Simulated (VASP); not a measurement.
# SnO2 (R3m) in VASP: further runs

Runs on SnO2. Level: PBEsol. Tasks: single point.

All numbers are computed with VASP 6.6.1; they aren't measurements. Logs are shortened: lines on timing, memory, paths and dates and some standing lists are left out, and cuts for length are marked.

## (1) The cell of the first run

The typed cell holds 12 atoms: a = 5.377 Å, b = 5.377 Å, c = 5.377 Å, α = 73.15°, β = 73.15°, γ = 73.15°.

## (2) Single point, PBEsol (volume 11.561 Å^3 an atom, c/a of the conventional cell 1.8269)

INCAR reads:

```
SYSTEM = SnO2
ALGO = Normal
EDIFF = 1E-6
ENCUT = 520
GGA = PS
ISIF = 2
ISMEAR = 0
LASPH = .True.
LCHARG = .True.
LELF = .True.
LREAL = .False.
LVHAR = .True.
LWAVE = .False.
NBANDS = 64
NELM = 100
PREC = Accurate
SIGMA = 0.05
```

KPOINTS reads:

```
k-points
0
Gamma
  6 6 6
  0 0 0
```

POSCAR reads:

```
SnO2
1.0
    3.2037171727      1.8496669721      3.9019139352
   -3.2037171727      1.8496669721      3.9019139352
    0.0000000000     -3.6993339441      3.9019139352
Sn O
4 8
Direct
    0.8646807174      0.8646807174      0.8646807174
    0.3648245829      0.3648245829      0.8648190111
    0.3648245829      0.8648190111      0.3648245829
    0.8648190111      0.3648245829      0.3648245829
    0.1235003534      0.6233501671      0.6233501671
    0.6233501671      0.1235003534      0.6233501671
    0.6233501671      0.6233501671      0.1235003534
    0.6062113146      0.6062113146      0.6062113146
    0.1234715296      0.1234715296      0.1234715296
    0.1060883083      0.1060883083      0.6062369573
    0.1060883083      0.6062369573      0.1060883083
    0.6062369573      0.1060883083      0.1060883083
```

Potentials or basis: VASP PAW PBE potentials, release 64 (Sn_d, O).

Run with:

```console
$ cat potpaw_PBE.64/Sn_d/POTCAR potpaw_PBE.64/O/POTCAR > POTCAR
$ mpirun -np 1 vasp_std > vasp.out
```

OUTCAR:

```text
SYSTEM = SnO2
   EDIFF = 1E-6
   ENCUT = 520
   GGA = PS
   ISIF = 2
   ISMEAR = 0
   LASPH = .True.
   LREAL = .False.
   NELM = 100
   PREC = Accurate

 ion  position               nearest neighbor table
   1  0.865  0.865  0.865-  11 2.05  12 2.05  10 2.05   6 2.05   5 2.05   7 2.05   2 3.20   2 3.20
                             3 3.20   4 3.20   3 3.20   4 3.20
   2  0.365  0.365  0.865-   9 2.05  11 2.05  12 2.05   6 2.05   5 2.05   8 2.05   3 3.20   4 3.20
                             1 3.20   1 3.20   4 3.20   3 3.20
   3  0.365  0.865  0.365-   9 2.05  10 2.05  12 2.05   7 2.05   5 2.05   8 2.05   4 3.20   2 3.20
                             1 3.20   1 3.20   4 3.20   2 3.20
   4  0.865  0.365  0.365-   9 2.05  10 2.05  11 2.05   7 2.05   6 2.05   8 2.05   3 3.20   2 3.20
                             1 3.20   1 3.20   3 3.20   2 3.20
   5  0.124  0.623  0.623-   2 2.05   3 2.05   1 2.05
   6  0.623  0.124  0.623-   2 2.05   4 2.05   1 2.05
   7  0.623  0.623  0.124-   3 2.05   4 2.05   1 2.05
   8  0.606  0.606  0.606-   3 2.05   4 2.05   2 2.05
   9  0.123  0.123  0.123-   3 2.05   4 2.05   2 2.05
  10  0.106  0.106  0.606-   1 2.05   3 2.05   4 2.05
  11  0.106  0.606  0.106-   1 2.05   2 2.05   4 2.05
  12  0.606  0.106  0.106-   1 2.05   2 2.05   3 2.05

  LATTYP: Found a trigonal (rhomboedric) cell.
 ALAT       =     5.3768023944
 COS(alpha) =     0.2899479553

  Lattice vectors:

 A1 = (   3.2037171727,   1.8496669721,   3.9019139352)
 A2 = (  -3.2037171727,   1.8496669721,   3.9019139352)
 A3 = (   0.0000000000,  -3.6993339441,   3.9019139352)

Analysis of symmetry for initial positions (statically):
=====================================================================
 Subroutine PRICEL returns:
 Original cell was already a primitive cell.

 Routine SETGRP: Setting up the symmetry group for a
 trigonal (rhombohedral) supercell.

 Subroutine GETGRP returns: Found  6 space group operations
 (whereof  6 operations were pure point group operations)
 out of a pool of 12 trial point group operations.

The static configuration has the point symmetry C_3v.

Analysis of symmetry for dynamics (positions and initial velocities):
=====================================================================
 Subroutine PRICEL returns:
 Original cell was already a primitive cell.

 Routine SETGRP: Setting up the symmetry group for a
 trigonal (rhombohedral) supercell.

 Subroutine GETGRP returns: Found  6 space group operations
 (whereof  6 operations were pure point group operations)
 out of a pool of 12 trial point group operations.
[... 134 lines left out ...]
   EMIN   =  10.00;   EMAX   =-10.00  energy-range for DOS
   EFERMI =   0.00;   METHOD = LEGACY
   ISMEAR =     0;   SIGMA  =   0.05  broadening in eV -4-tet -1-fermi 0-gaus
   EFERMI_NEDOS =   21; number of points for ismear=-14 and -15
   IALGO  =     38    algorithm
   IMIX   =      4    mixing-type and parameters
     AMIX     =   0.40;   BMIX     =  1.00
     AMIX_MAG =   1.60;   BMIX_MAG =  1.00
  volume/ion in A,a.u.               =      11.56        78.02
  Fermi-wavevector in a.u.,A,eV,Ry     =   1.487169  2.810342 30.091629  2.211672
  Thomas-Fermi vector in A             =   2.600364
   LORBIT       =      0    0 simple, 1 ext, 2 COOP (PROOUT), +10 PAW based schemes
   GGA     = PS    functional components
   LHFCALC =     F    Hartree Fock is set to
   AEXX    =    0.0000 exact exchange contribution
   IVDW    =     0    specifies the selected vdW correction
   LEPSILON=     F    determine dielectric tensor
   LRPA    =     F    only Hartree local field effects (RPA)
 non-spin polarized calculation
 Gauss-broadening in eV      SIGMA  =   0.05
  energy-cutoff  :      520.00
  volume of cell :      138.73
 maximum number of plane-waves:      3760
   NGX = 19   NGY = 19   NGZ = 19

 number of electron     104.0000036 magnetization

 Free energy of the ion-electron system (eV)
  ---------------------------------------------------
  ext. energy  EPLUGINS =         0.00000000
  ---------------------------------------------------
  free energy    TOTEN  =       -76.38479665 eV

  energy without entropy =      -76.38479665  energy(sigma->0) =      -76.38479665

 E-fermi :   6.5744     XC(G=0): -11.6537

 val. band max:        6.2575197332   @ k =   0.0000   0.0000   0.0000
 cond. band min:       8.1796823128   @ k =   0.0000   0.0000   0.0000
 fundamental gap:      1.9221625796
 Fermi energy:         6.5744498612

 k-point     1 :       0.0000    0.0000    0.0000
  band No.  band energies     occupation
      1     -14.6962      2.00000
      2     -14.6962      2.00000
      3     -14.6962      2.00000
      4     -14.2545      2.00000
      5     -13.6062      2.00000
      6     -13.6062      2.00000
[... 1597 lines left out ...]
     63      16.2489      0.00000
     64      16.7090      0.00000

 [... further k-points ...]

------------------------ aborting loop because EDIFF is reached ----------------------------------------

  FORCE on cell =-STRESS in cart. coord.  units (eV):
  Direction    XX          YY          ZZ          XY          YZ          ZX
  --------------------------------------------------------------------------------------
  -------------------------------------------------------------------------------------
  Total       16.9697281     16.9697281     13.1760373      0.0000000      0.0000000     -0.0000000
  in kB      195.9786756    195.9786756    152.1663946      0.0000000      0.0000000     -0.0000000
  external PRESSURE =     181.3745819 kB  Pullay stress =       0.0000000 kB

 VOLUME and BASIS-vectors are now :
 -----------------------------------------------------------------------------
  energy-cutoff  :      520.00
  volume of cell :      138.73
      direct lattice vectors                 reciprocal lattice vectors
     3.203717173  1.849666972  3.901913935     0.156068708  0.090106311  0.085428161
    -3.203717173  1.849666972  3.901913935    -0.156068708  0.090106311  0.085428161
     0.000000000 -3.699333944  3.901913935     0.000000000 -0.180212621  0.085428161

 POSITION                                       TOTAL-FORCE (eV/Angst)
 -----------------------------------------------------------------------------------
      0.00000      0.00000     10.12173         0.000000     -0.000000     -0.002831
      0.00000     -1.84965      6.22148         0.000000     -0.001963      0.000625
     -1.60184      0.92482      6.22148        -0.001700      0.000981      0.000625
      1.60184      0.92482      6.22148         0.001700      0.000981      0.000625
     -1.60138     -0.92456      5.34641        -0.000199     -0.000115     -1.603828
      1.60138     -0.92456      5.34641         0.000199     -0.000115     -1.603828
      0.00000      1.84911      5.34641         0.000000      0.000229     -1.603828
      0.00000      0.00000      7.09615         0.000000      0.000000      1.604255
      0.00000      0.00000      1.44533         0.000000     -0.000000     -1.603134
      0.00000     -1.85022      3.19338         0.000000      0.000153      1.603773
     -1.60233      0.92511      3.19338         0.000133     -0.000077      1.603773
      1.60233      0.92511      3.19338        -0.000133     -0.000077      1.603773
 -----------------------------------------------------------------------------------
    total drift:                                0.000000     -0.000002      0.000533

  FREE ENERGIE OF THE ION-ELECTRON SYSTEM (eV)
  ---------------------------------------------------
  free  energy   TOTEN  =       -76.3847966473 eV

  energy  without entropy=      -76.3847966473  energy(sigma->0) =      -76.38479665
```

OSZICAR:

```text
N       E                     dE             d eps       ncg     rms          rms(c)
DAV:   1     0.162560481350E+04    0.16256E+04   -0.48310E+04  4744   0.263E+03
DAV:   2     0.270629003920E+03   -0.13550E+04   -0.12821E+04  4288   0.817E+02
DAV:   3    -0.586328177733E+02   -0.32926E+03   -0.32016E+03  4416   0.286E+02
DAV:   4    -0.870810472369E+02   -0.28448E+02   -0.28112E+02  5024   0.933E+01
DAV:   5    -0.878876857301E+02   -0.80664E+00   -0.80477E+00  4752   0.164E+01    0.216E+01
DAV:   6    -0.763060572205E+02    0.11582E+02   -0.37273E+01  6336   0.674E+01    0.833E+00
DAV:   7    -0.765068953418E+02   -0.20084E+00   -0.48176E+00  4600   0.905E+00    0.469E+00
DAV:   8    -0.764197052063E+02    0.87190E-01   -0.65570E-01  5760   0.678E+00    0.115E+00
DAV:   9    -0.763828585659E+02    0.36847E-01   -0.20822E-01  6024   0.526E+00    0.233E-01
DAV:  10    -0.763843874968E+02   -0.15289E-02   -0.18923E-02  5248   0.106E+00    0.109E-01
DAV:  11    -0.763847824237E+02   -0.39493E-03   -0.16451E-03  5544   0.282E-01    0.258E-02
DAV:  12    -0.763847994548E+02   -0.17031E-04   -0.13234E-04  5528   0.604E-02    0.226E-02
DAV:  13    -0.763847961411E+02    0.33137E-05   -0.54394E-05  5400   0.107E-01    0.313E-03
DAV:  14    -0.763847966473E+02   -0.50614E-06   -0.57914E-06  4280   0.115E-02
   1 F= -.76384797E+02 E0= -.76384797E+02  d E =-.177940E-20
```

stdout:

```text
POSCAR found type information on POSCAR SnO
 POSCAR found :  2 types and      12 ions
 scaLAPACK will be used
 -----------------------------------------------------------------------------
|                                                                             |
|                                                                             |
|     You enforced a specific xc type in the INCAR file but a different       |
|     I HOPE YOU KNOW WHAT YOU ARE DOING!                                     |
|                                                                             |
 -----------------------------------------------------------------------------

 LDA part: xc-table for (Slater+PW92), standard interpolation
 POSCAR, INCAR and KPOINTS ok, starting setup
 FFT: planning ... GRIDC
 FFT: planning ... GRID_SOFT
 FFT: planning ... GRID
 WAVECAR not read
 entering main loop
```

Wall time 4.6 min (1 thread of Intel Xeon Platinum 8259CL at 2.50GHz (Skylake/Cascade Lake), shared host); peak memory 0.35 GiB.

What came out:

- Free energy: -76.3848 eV
- Pressure: 18.1 GPa
- Largest force: 1.604 eV/Å
- Band gap on the k mesh: 1.92 eV

Forces on the atoms (eV/Å):
```
Sn   0.000  0.000 -0.003
Sn   0.000 -0.002  0.001
Sn  -0.002  0.001  0.001
Sn   0.002  0.001  0.001
O    0.000  0.000 -1.604
O    0.000  0.000 -1.604
O    0.000  0.000 -1.604
O    0.000  0.000  1.604
O    0.000  0.000 -1.603
O    0.000  0.000  1.604
O    0.000  0.000  1.604
O    0.000  0.000  1.604
```

Stress tensor (GPa, compression positive):
```
19.60  0.00  0.00
 0.00 19.60  0.00
 0.00  0.00 15.22
```

Caveat: the PAW data sets were made with another functional, which shifts forces and pressure a little; spin-orbit coupling is left out, which moves the levels of the heavy elements.

(Continued in part 2 of 2.)
